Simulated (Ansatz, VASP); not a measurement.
**Si in VASP and in Ansatz**

```
Si
1.0
    -2.22849    2.34482    1.27500
     2.22849   -2.34482    1.27500
     2.22849    2.34482   -1.27500
Si
2
Direct
  0.80700 0.55700 0.25000
  0.19300 0.44300 0.75000
```

Change from the starting cell: equal xx and yy strain of -1 %.

Alike in both runs: task single point; functional PBE; k mesh 16 × 16 × 16; occupations fermi-dirac, width 0.05 eV; no spin polarisation.

```csv
,VASP,Ansatz
version,VASP 6.6.1,Ansatz 0.2.0
potentials or method,"VASP PAW PBE potentials, release 64 (Si), cutoff 520 eV","all-electron LAPW, scalar-relativistic"
```

|  | VASP | Ansatz | Ansatz less VASP |
| --- | --- | --- | --- |
| pressure (GPa) | 19.4 | 19.5 | +0.08 |
| traceless stress, the component that is largest in VASP (GPa) | 3.23 | 3.23 | -0.004 |
| rms of the force components (eV/Å) | 0.010 | 0.012 | +0.0018 |

Atom by atom the forces differ by 0.002 eV/Å (rms over components). Ansatz ran all-electron here, and VASP with PAW potentials.
